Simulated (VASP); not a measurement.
Set up this calculation in VASP 6.6.1, as the native input.

* Task: relaxation of cell and atoms
* Functional: PBE
* Potentials or basis: VASP PAW PBE potentials, release 64 (Si, Sn_d)
* Cutoff: 600 eV
* k mesh: 8 × 8 × 8
* Occupations: gaussian, width 0.1 eV
* Spin: no spin polarisation
* Dipole correction: no
* Further INCAR settings: ALGO = Normal; EDIFF = 1e-06; IBRION = 2; EDIFFG = -0.01; NSW = 100; ISIF = 3

The structure of Si3Sn lies in POSCAR:

```
Si3Sn
1.0
    5.3080253217      0.0000000000      0.0000000000
    0.0000000000      5.3080253217      0.0000000000
    0.0000000000      0.0000000000      5.3080253217
Si Sn
6 2
Direct
    0.2500000000      0.0000000000      0.5000000000
    0.5000000000      0.7500000000      0.0000000000
    0.7500000000      0.0000000000      0.5000000000
    0.5000000000      0.2500000000      0.0000000000
    0.0000000000      0.5000000000      0.7500000000
    0.0000000000      0.5000000000      0.2500000000
    0.0000000000      0.0000000000      0.0000000000
    0.5000000000      0.5000000000      0.5000000000
```

The cell was built from a structure type or drawn by symmetry, and may not be a known phase.

The input as run:

INCAR

```
SYSTEM = Si3Sn
  PREC = Accurate
  ENCUT = 600
  EDIFF = 1E-6
  ISMEAR = 0
  SIGMA = 0.1
  LREAL = .False.
  LASPH = .True.
  NELM = 100
  ALGO = Normal
  ISIF = 3
  LWAVE = .False.
  LCHARG = .False.
  GGA = PE
  IBRION = 2
  NSW = 100
  EDIFFG = -0.01
```

KPOINTS

```
regular mesh
0
Gamma
  8 8 8
  0 0 0
```

Potentials or basis: VASP PAW PBE potentials, release 64 (Si, Sn_d).

Command:

```bash
$ cat potpaw_PBE.64/Si/POTCAR potpaw_PBE.64/Sn_d/POTCAR > POTCAR
$ mpirun -np 1 vasp_std > vasp.out
```

Results of the run:

```yaml
Relaxed_volume: 18.83 Å³/atom
Relaxed_cell: a = 5.321 Å, b = 5.321 Å, c = 5.321 Å, α = 90.00°, β = 90.00°, γ = 90.00°
Space_group_after_relaxing_to_0.1_Å: Pm-3n (No. 223)
Energy_gained_by_relaxing: 0.2 meV/atom
Ionic_steps: 2
Pressure_after_relaxing: -0.1 GPa
Band_gap_on_the_k_mesh: zero (bands 26 and 27 overlap by 2.23 eV)
```

Caveat: spin-orbit coupling is left out, which moves the levels of the heavy elements.

It took 6.5 min on 1 thread of Intel Xeon 8259CL, with other jobs on the host, peak memory 0.37 GiB.
